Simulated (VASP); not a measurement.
Input of a VASP 6.6.1 run:

The input INCAR:

```
SYSTEM = CdTe
  PREC = Accurate
  ENCUT = 520
  EDIFF = 1E-8
  ISMEAR = -1
  SIGMA = 0.01
  LREAL = .False.
  LASPH = .True.
  NELM = 100
  ALGO = Normal
  ISIF = 2
  LWAVE = .False.
  LCHARG = .False.
  GGA = PS
  LEFG = .True.
  NBANDS = 16
```

Contents of KPOINTS:

```
Automatic mesh
0
Gamma
  7 7 7
  0 0 0
```

POSCAR

```
CdTe
1.0
    0.0000000000      3.2600852847      3.2600852847
    3.2600852847      0.0000000000      3.2600852847
    3.2600852847      3.2600852847      0.0000000000
Cd Te
1 1
Direct
    0.0000000000      0.0000000000      0.0000000000
    0.7500000000      0.7500000000      0.7500000000
```

Potentials or basis: VASP PAW PBE potentials, release 64 (Cd, Te).

Launch:

```sh
$ cat potpaw_PBE.64/Cd/POTCAR potpaw_PBE.64/Te/POTCAR > POTCAR
$ mpirun -np 1 vasp_std > vasp.out
```

Estimate the band gap on the k mesh.

0.61 eV, direct.

Predict the pressure.

-0.4 GPa.

Caveat: without QUAD_EFG the Cq values of the log hold for a quadrupole moment of 1 mb, not for the nuclei; the PAW data sets were made with another functional, which shifts forces and pressure a little; spin-orbit coupling is left out, which moves the levels of the heavy elements.
